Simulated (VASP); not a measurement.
# PbO (P6_3/mmc) in VASP: a series of runs, part 2 of 2

VASP 6.6.1.

**3. Single point, PBEsol**

The input, INCAR:

```
SYSTEM = PbO
PREC     = Accurate       ! precision mode
ENCUT    = 600            ! plane-wave cutoff, eV
EDIFF    = 1E-6           ! SCF threshold, eV
ISMEAR   = 0              ! smearing method
SIGMA    = 0.05           ! smearing width, eV
LREAL    = .False.        ! projectors in reciprocal space
LASPH    = .True.         ! aspherical terms in the spheres
NELM     = 120            ! most SCF steps
ALGO     = Normal         ! electronic algorithm
ISIF     = 2              ! what is computed and relaxed
LWAVE    = .False.        ! write WAVECAR
LCHARG   = .False.        ! write CHGCAR
GGA      = PS             ! functional
NBANDS   = 28             ! bands
GGA_COMPAT= .False.
```

The input, KPOINTS:

```
regular mesh
0
Gamma
  10 10 6
  0 0 0
```

The input, POSCAR:

```
PbO
1.0
    3.6181561545      0.0000000000      0.0000000000
   -1.8090780772      3.1334151446      0.0000000000
    0.0000000000      0.0000000000      6.3515547832
Pb O
2 2
Direct
    0.3333333333      0.6666666667      0.2500000000
    0.6666666667      0.3333333333      0.7500000000
    0.0000000000      0.0000000000      0.0000000000
    0.0000000000      0.0000000000      0.5000000000
```

Potentials or basis: VASP PAW PBE potentials, release 64 (Pb_d, O).

Command:

```bash
$ cat potpaw_PBE.64/Pb_d/POTCAR potpaw_PBE.64/O/POTCAR > POTCAR
$ mpirun -np 1 vasp_std > vasp.out
```

OUTCAR:

```text
SYSTEM = PbO
   PREC = Accurate
   ENCUT = 600
   EDIFF = 1E-6
   ISMEAR = 0
   LREAL = .False.
   LASPH = .True.
   NELM = 120
   ISIF = 2
   GGA = PS

 ion  position               nearest neighbor table
   1  0.333  0.667  0.250-   3 2.62   4 2.62   3 2.62   4 2.62   3 2.62   4 2.62   2 3.80   2 3.80
                             2 3.80   2 3.80   2 3.80   2 3.80
   2  0.667  0.333  0.750-   3 2.62   4 2.62   3 2.62   4 2.62   3 2.62   4 2.62   1 3.80   1 3.80
                             1 3.80   1 3.80   1 3.80   1 3.80
   3  0.000  0.000  0.000-   1 2.62   2 2.62   1 2.62   2 2.62   2 2.62   1 2.62
   4  0.000  0.000  0.500-   1 2.62   2 2.62   1 2.62   2 2.62   2 2.62   1 2.62

  LATTYP: Found a hexagonal cell.
 ALAT       =     3.6181561545
 C/A-ratio  =     1.7554672911

  Lattice vectors:

 A1 = (   3.6181561545,   0.0000000000,   0.0000000000)
 A2 = (  -1.8090780772,   3.1334151446,   0.0000000000)
 A3 = (   0.0000000000,   0.0000000000,   6.3515547832)

Analysis of symmetry for initial positions (statically):
=====================================================================
 Subroutine PRICEL returns:
 Original cell was already a primitive cell.

 Routine SETGRP: Setting up the symmetry group for a
 hexagonal supercell.

 Subroutine GETGRP returns: Found 24 space group operations
 (whereof 12 operations were pure point group operations)
 out of a pool of 24 trial point group operations.

The static configuration has the point symmetry D_3d.
 The point group associated with its full space group is D_6h.

Analysis of symmetry for dynamics (positions and initial velocities):
=====================================================================
 Subroutine PRICEL returns:
 Original cell was already a primitive cell.

 Routine SETGRP: Setting up the symmetry group for a
 hexagonal supercell.

 Subroutine GETGRP returns: Found 24 space group operations
 (whereof 12 operations were pure point group operations)
 out of a pool of 24 trial point group operations.

The dynamic configuration has the point symmetry D_3d.
 The point group associated with its full space group is D_6h.

 Subroutine INISYM returns: Found 24 space group operations
 (whereof 12 operations are pure point group operations),
 and found     1 'primitive' translations

----------------------------------------------------------------------------------------

                                     Primitive cell

  volume of cell :      72.0088

  direct lattice vectors                    reciprocal lattice vectors
     3.618156154  0.000000000  0.000000000     0.276383870  0.159570302  0.000000000
    -1.809078077  3.133415145  0.000000000     0.000000000  0.319140603  0.000000000
     0.000000000  0.000000000  6.351554783     0.000000000  0.000000000  0.157441766

  length of vectors
     3.618156154  3.618156154  6.351554783     0.319140603  0.319140603  0.157441766

  position of ions in fractional coordinates (direct lattice)
     0.333333333  0.666666667  0.250000000
     0.666666667  0.333333333  0.750000000
     0.000000000  0.000000000  0.000000000
     0.000000000  0.000000000  0.500000000

  ion indices of the primitive-cell ions
   primitive index   ion index
                 1           1
                 2           2
                 3           3
                 4           4

----------------------------------------------------------------------------------------

 KPOINTS: regular mesh

Automatic generation of k-mesh.
 Grid dimensions read from file:
 generate k-points for:   10   10    6

 Generating k-lattice:

  Cartesian coordinates                     Fractional coordinates (reciprocal lattice)
     0.027638387  0.015957030  0.000000000     0.100000000 -0.000000000  0.000000000
     0.000000000  0.031914060  0.000000000     0.000000000  0.100000000  0.000000000
     0.000000000  0.000000000  0.026240294     0.000000000  0.000000000  0.166666667

  Length of vectors
     0.031914060  0.031914060  0.026240294

  Shift w.r.t. Gamma in fractional coordinates (k-lattice)
     0.000000000  0.000000000  0.000000000

 Subroutine IBZKPT returns following result:
 ===========================================

 Found     56 irreducible k-points:

 Following reciprocal coordinates:
            Coordinates               Weight
  0.000000  0.000000  0.000000      1.000000
  0.100000  0.000000  0.000000      6.000000
  0.200000  0.000000  0.000000      6.000000
  0.300000  0.000000  0.000000      6.000000
  0.400000  0.000000  0.000000      6.000000
  0.500000  0.000000  0.000000      3.000000
[... 16 lines left out ...]
  0.300000  0.100000  0.166667     24.000000
  0.400000  0.100000  0.166667     24.000000
 [... further k-points ...]
   k-points           NKPTS =     56   k-points in BZ     NKDIM =     56   number of bands    NBANDS=     28
   number of dos      NEDOS =    301   number of ions     NIONS =      4
   total plane-waves  NPLWV =  48600
   dimension x,y,z NGX =    30 NGY =   30 NGZ =   54
   dimension x,y,z NGXF=    60 NGYF=   60 NGZF=  108
   ions per type =               2   2
   NGX,Y,Z   is equivalent  to a cutoff of  13.78, 13.78, 14.13 a.u.
   NGXF,Y,Z  is equivalent  to a cutoff of  27.57, 27.57, 28.27 a.u.
 SYSTEM =  PbO
   PREC   = accura    normal or accurate (medium, high low for compatibility)
   ISTART =      0    job   : 0-new  1-cont  2-samecut
   ICHARG =      2    charge: 1-file 2-atom 10-const
   ISPIN  =      1    spin polarized calculation?
   LNONCOLLINEAR =      F non collinear calculations
   LSORBIT =      F    spin-orbit coupling
   LASPH  =      T    aspherical Exc in radial PAW
   ENCUT  =  600.0 eV  44.10 Ry    6.64 a.u.   7.23  7.23 12.69*2*pi/ulx,y,z
   NELM   =    120;   NELMIN=  2; NELMDL= -5     # of ELM steps
   EDIFF  = 0.1E-05   stopping-criterion for ELM
   LREAL  =      F    real-space projection
   EDIFFG = 0.1E-04   stopping-criterion for IOM
   NSW    =      0    number of steps for IOM
   IBRION =     -1    ionic relax: 0-MD 1-quasi-New 2-CG
   NFREE  =      0    steps in history (QN), initial steepest desc. (CG)
   ISIF   =      2    stress and relaxation
   ISYM   =      2    0-nonsym 1-usesym 2-fastsym
   POTIM  = 0.5000    time-step for ionic-motion
   TEBEG  =    0.0;   TEEND  =   0.0 temperature during run
   PSTRESS=    0.0 pullay stress
   NELECT =      40.0000    total number of electrons
   NUPDOWN=      -1.0000    fix difference up-down
   EMIN   =  10.00;   EMAX   =-10.00  energy-range for DOS
   EFERMI =   0.00;   METHOD = LEGACY
   ISMEAR =     0;   SIGMA  =   0.05  broadening in eV -4-tet -1-fermi 0-gaus
   EFERMI_NEDOS =   21; number of points for ismear=-14 and -15
   IALGO  =     38    algorithm
   IMIX   =      4    mixing-type and parameters
     AMIX     =   0.40;   BMIX     =  1.00
     AMIX_MAG =   1.60;   BMIX_MAG =  1.00
  volume/ion in A,a.u.               =      18.00       121.48
  Fermi-wavevector in a.u.,A,eV,Ry     =   1.345756  2.543111 24.640965  1.811060
  Thomas-Fermi vector in A             =   2.473643
   LORBIT       =      0    0 simple, 1 ext, 2 COOP (PROOUT), +10 PAW based schemes
   GGA     = PS    functional components
   LHFCALC =     F    Hartree Fock is set to
   AEXX    =    0.0000 exact exchange contribution
   IVDW    =     0    specifies the selected vdW correction
   LEPSILON=     F    determine dielectric tensor
   LRPA    =     F    only Hartree local field effects (RPA)
 non-spin polarized calculation
 Gauss-broadening in eV      SIGMA  =   0.05
  energy-cutoff  :      600.00
  volume of cell :       72.01
 maximum number of plane-waves:      2426
 NGX is ok and might be reduce to    30
   NGX = 15   NGY = 15   NGZ = 25

 number of electron      40.0000000 magnetization

 Free energy of the ion-electron system (eV)
  ---------------------------------------------------
  ext. energy  EPLUGINS =         0.00000000
  ---------------------------------------------------
  free energy    TOTEN  =       -21.98168009 eV

  energy without entropy =      -21.98157985  energy(sigma->0) =      -21.98162997

 E-fermi :   6.3134     XC(G=0): -10.8342

 val. band max:        6.2610605715   @ k =   0.0000   0.0000   0.0000
 cond. band min:       6.3791244945   @ k =   0.5000   0.0000   0.1667
 fundamental gap:      0.1180639230
 Fermi energy:         6.3134418971

 k-point     1 :       0.0000    0.0000    0.0000
  band No.  band energies     occupation
      1     -11.2733      2.00000
      2     -10.5814      2.00000
      3     -10.1493      2.00000
      4     -10.1493      2.00000
      5     -10.1248      2.00000
      6     -10.1235      2.00000
[... 733 lines left out ...]
     27      15.6930      0.00000
     28      16.5133      0.00000

 [... further k-points ...]
[... 5 lines left out ...]
  --------------------------------------------------------------------------------------
  -------------------------------------------------------------------------------------
  Total       -2.0037641     -2.0037641     -2.1083650     -0.0000000      0.0000000      0.0000000
  in kB      -44.5832668    -44.5832668    -46.9106115     -0.0000000      0.0000000      0.0000000
  external PRESSURE =     -45.3590483 kB  Pullay stress =       0.0000000 kB

 VOLUME and BASIS-vectors are now :
 -----------------------------------------------------------------------------
  energy-cutoff  :      600.00
  volume of cell :       72.01
      direct lattice vectors                 reciprocal lattice vectors
     3.618156154  0.000000000  0.000000000     0.276383870  0.159570302  0.000000000
    -1.809078077  3.133415145  0.000000000     0.000000000  0.319140603  0.000000000
     0.000000000  0.000000000  6.351554783     0.000000000  0.000000000  0.157441766

 POSITION                                       TOTAL-FORCE (eV/Angst)
 -----------------------------------------------------------------------------------
     -0.00000      2.08894      1.58789         0.000000     -0.000000     -0.000000
      1.80908      1.04447      4.76367        -0.000000      0.000000      0.000000
      0.00000      0.00000      0.00000         0.000000     -0.000000     -0.000000
      0.00000      0.00000      3.17578        -0.000000     -0.000000     -0.000000
 -----------------------------------------------------------------------------------
    total drift:                               -0.000000      0.000000      0.000000

  FREE ENERGIE OF THE ION-ELECTRON SYSTEM (eV)
  ---------------------------------------------------
  free  energy   TOTEN  =       -21.9816800920 eV

  energy  without entropy=      -21.9815798489  energy(sigma->0) =      -21.98162997
```

Wall time 2.1 min (1 thread of Intel Xeon Platinum 8488C (Sapphire Rapids), shared host); peak memory 0.28 GiB.

What came out:

```yaml
Free_energy: -21.9817 eV
Pressure: -4.5 GPa
Band_gap_on_the_k_mesh: 0.12 eV, indirect (least direct gap 0.14 eV)
```

Caveat: the PAW data sets were made with another functional, which shifts forces and pressure a little; spin-orbit coupling is left out, which moves the levels of the heavy elements.

**4. Relaxation of shape and atoms at fixed volume, PBE (volume scaled by 1.100)**

The input, INCAR:

```
PREC = Accurate
ENCUT = 600
EDIFF = 1E-6
ISMEAR = 0
SIGMA = 0.05
LREAL = F
LASPH = T
NELM = 100
ALGO = Normal
ISIF = 4
LWAVE = F
LCHARG = F
GGA = PE
IBRION = 2
NSW = 60
EDIFFG = -0.01
```

The input, KPOINTS:

```
Automatic mesh
0
Gamma
  10 10 6
```

The input, POSCAR:

```
PbO
1.0
    3.7459312158      0.0000000000      0.0000000000
   -1.8729656079      3.2440715937      0.0000000000
    0.0000000000      0.0000000000      6.5182010142
Pb O
2 2
Direct
    0.3333333333      0.6666666667      0.2500000000
    0.6666666667      0.3333333333      0.7500000000
    0.0000000000      0.0000000000      0.0000000000
    0.0000000000      0.0000000000      0.5000000000
```

Command:

```bash
$ cat potpaw_PBE.64/Pb_d/POTCAR potpaw_PBE.64/O/POTCAR > POTCAR
$ mpirun -np 1 vasp_std > vasp.out
```

Run time: 4.2 min. Hardware: 1 thread of Intel Xeon Platinum 8259CL at 2.50GHz (Skylake/Cascade Lake), shared host; peak memory 0.28 GiB.

It converged, with:

```yaml
Free_energy: -20.4302 eV
Energy_gained_by_relaxing: 0.0 meV/atom
Ionic_steps: 3
Pressure_after_relaxing: -6.5 GPa
Band_gap_on_the_k_mesh: 0.20 eV, indirect (least direct gap 0.23 eV)
```

The path:
| step | energy change (eV) | largest force (eV/Å) | pressure (GPa) | volume (Å³) |
| --- | --- | --- | --- | --- |
| 1 | 0.0000 | 0.0000 | -6.56 | 79.21 |
| 2 | -0.0001 | 0.0000 | -6.55 | 79.21 |
| 3 | -0.0002 | 0.0000 | -6.54 | 79.21 |

Final structure:
```
Pb O
1.0
     3.75000    0.00000    0.00000
    -1.87500    3.24759    0.00000
     0.00000    0.00000    6.50407
Pb O
2 2
Direct
  0.33333 0.66667 0.25000
  0.66667 0.33333 0.75000
  0.00000 0.00000 0.00000
  0.00000 0.00000 0.50000
```

Levels at points of the mesh, in eV from the valence-band top:
```tsv
k point	band 16	band 17	band 18	band 19	band 20	band 21	band 22	band 23	band 24
(0.00, 0.00, 0.00)	-1.75	-1.64	-1.40	-1.40	0.00	0.45	5.19	5.19	7.37
(0.50, 0.00, 0.00)	-3.47	-2.57	-1.50	-1.09	-0.03	0.20	3.39	3.73	4.68
(0.00, 0.00, 0.50)	-1.59	-1.59	-1.59	-1.40	-1.40	3.61	3.61	6.19	6.19
(0.50, 0.00, 0.50)	-3.17	-2.08	-2.08	-1.39	-1.39	1.89	1.89	5.27	5.27
```

Caveat: the cell differs from its parent crystal (volume scaled by 1.100); spin-orbit coupling is left out, which moves the levels of the heavy elements.

**5. Overview**

| task | level | cell | gap on the mesh (eV) | pressure (GPa) |
| --- | --- | --- | --- | --- |
| single point | RPBE+D4 | a = 3.618, b = 3.618, c = 6.352 Å, angles 90.0, 90.0, 120.0°, 4 atoms | 0.22 | -0.6 |
| single point | PBEsol | a = 3.618, b = 3.618, c = 6.352 Å, angles 90.0, 90.0, 120.0°, 4 atoms | 0.12 | -4.5 |
| relaxation of shape and atoms at fixed volume | PBE | relaxed from a = 3.746, b = 3.746, c = 6.518 Å, angles 90.0, 90.0, 120.0°, 4 atoms | 0.20 | -6.5 |

Alike in all rows: potentials or basis VASP PAW PBE potentials, release 64 (Pb_d, O); no spin polarisation; k mesh 10 × 10 × 6; cutoff (eV) 600; smearing gaussian 0.05 eV.

Caveats: spin-orbit coupling is left out, which moves the levels of the heavy elements; the PAW data sets were made with another functional, which shifts forces and pressure a little (some runs).

Absolute energies hang on the potentials; compare differences alone.
